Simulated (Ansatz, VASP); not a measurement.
**C in VASP and in Ansatz**

```
CELL_PARAMETERS angstrom
2.12732 -1.22828 0.00000
2.12732 1.22828 0.00000
-1.37907 0.00000 3.50283
ATOMIC_POSITIONS crystal
C 0.16664 0.16664 0.99991
C 0.83336 0.83336 0.00009
```

Alike in both runs: task single point; functional PBE0; k mesh 8 × 8 × 4; occupations fermi-dirac, width 0.05 eV; no spin polarisation.

```csv
,VASP,Ansatz
version,VASP 6.6.1,Ansatz 0.2.0
potentials or method,"VASP PAW PBE potentials, release 64 (C)",Ansatz PAW
plane-wave cutoff (eV),520,420
valence electrons in the cell,8,8
```

|  | VASP | Ansatz | Ansatz less VASP |
| --- | --- | --- | --- |
| gap on the k mesh at the Fermi level (eV) | 2.69 | 2.63 | -0.060 |
| least direct gap on the mesh (eV) | 2.69 | 2.63 | -0.060 |
| pressure (GPa) | -1.5 | -2.0 | -0.52 |
| traceless stress, the component that is largest in VASP (GPa) | 2.85 | 3.55 | +0.697 |
| rms of the force components (eV/Å) | 0.005 | 0.005 | -0.0001 |

Atom by atom the forces differ by 0.000 eV/Å (rms over components).

The k mesh is coarse, so the values compare programs but aren't converged.
